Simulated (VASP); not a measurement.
Input of a VASP 6.6.1 run:

POSCAR

```
LiCl
1.0
    0.0000000000      2.6362965541      2.5560369926
    2.6362965541      0.0000000000      2.5560369926
    2.6362965541      2.6362965541      0.0000000000
Li Cl
1 1
Direct
    0.0000000000      0.0000000000      0.0000000000
    0.5000000000      0.5000000000      0.5000000000
```

Contents of INCAR.step1:

```
SYSTEM = LiCl
  PREC = Accurate
  ENCUT = 520
  EDIFF = 1E-5
  ISMEAR = 0
  SIGMA = 0.01
  LREAL = .FALSE.
  LASPH = .TRUE.
  NELM = 60
  ALGO = Normal
  ISIF = 2
  LWAVE = .TRUE.
  LCHARG = .FALSE.
  NBANDS = 12
  GGA = PE
```

Contents of INCAR.step2:

```
SYSTEM = LiCl
  PREC = Accurate
  ENCUT = 520
  EDIFF = 1E-7
  ISMEAR = 0
  SIGMA = 0.01
  LREAL = .FALSE.
  LASPH = .TRUE.
  NELM = 60
  ALGO = Normal
  ISIF = 2
  LWAVE = .FALSE.
  LCHARG = .FALSE.
  GGA = PE
  LHFCALC = .TRUE.
  HFSCREEN = 0.2079
  PRECFOCK = Normal
  NBANDS = 12
  ISTART = 1
```

File KPOINTS:

```
Automatic mesh
0
G
  6 6 6
  0 0 0
```

Potentials or basis: VASP PAW PBE potentials, release 64 (Li_sv, Cl).

Command:

```sh
$ cat potpaw_PBE.64/Li_sv/POTCAR potpaw_PBE.64/Cl/POTCAR > POTCAR
$ cp INCAR.step1 INCAR
$ mpirun -np 1 vasp_std > vasp.out
$ cp INCAR.step2 INCAR
$ mpirun -np 1 vasp_std > vasp.out
```

**Question.** Predict the band gap on the k mesh.

**Answer.** 7.40 eV, direct.

Caveat: the cell differs from its parent crystal (biaxial xy strain +3.1%).
